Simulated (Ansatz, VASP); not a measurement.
**Two plane-wave programs on Be4TeSe3**

```
Be Te Se
1.0
     7.47594    0.00000    0.00000
     0.00000    6.47098    0.00000
     0.00000    0.00000    6.16215
Be Te Se
8 2 6
Direct
  0.50000 0.81198 0.36710
  0.73738 0.65788 0.86767
  0.26262 0.65788 0.86767
  0.00000 0.83847 0.39520
  0.50000 0.16153 0.89520
  0.23738 0.34212 0.36767
  0.00000 0.18802 0.86710
  0.76262 0.34212 0.36767
  0.00000 0.83558 0.00072
  0.50000 0.16442 0.50072
  0.50000 0.82620 0.00047
  0.75107 0.66479 0.50058
  0.24893 0.66479 0.50058
  0.25107 0.33521 0.00058
  0.00000 0.17380 0.50047
  0.74893 0.33521 0.00058
```

Alike in both runs: functional PBE; k mesh 4 × 4 × 4; occupations gaussian, width 0.02 eV; no spin polarisation.

Ansatz relaxed the structure, and its values are those at the end. VASP's run is a single point on that final structure, the one shown.

```csv
,VASP,Ansatz
version,VASP 6.6.1,Ansatz 0.2.0
potentials or method,"VASP PAW PBE potentials, release 64 (Be, Te, Se), cutoff 520 eV","scalar-relativistic, plane waves, PAW"
valence electrons in the cell,64,144
```

VASP gave:

```
gap on the k mesh at the Fermi level (eV) : 2.89
least direct gap on the mesh (eV)         : 2.89
pressure (GPa)                            : 0.1
rms of the force components (eV/Å)        : 0.004
```

**Question.** Which values does Ansatz return?

**Answer.** gap on the k mesh at the Fermi level (eV): 2.90; least direct gap on the mesh (eV): 2.90; pressure (GPa): 0.0; rms of the force components (eV/Å): 0.000.

VASP's potentials hold 64 valence electrons a cell and Ansatz's 144, so a difference there can come from the potentials and not from the codes.

Neither program's run includes spin-orbit coupling.
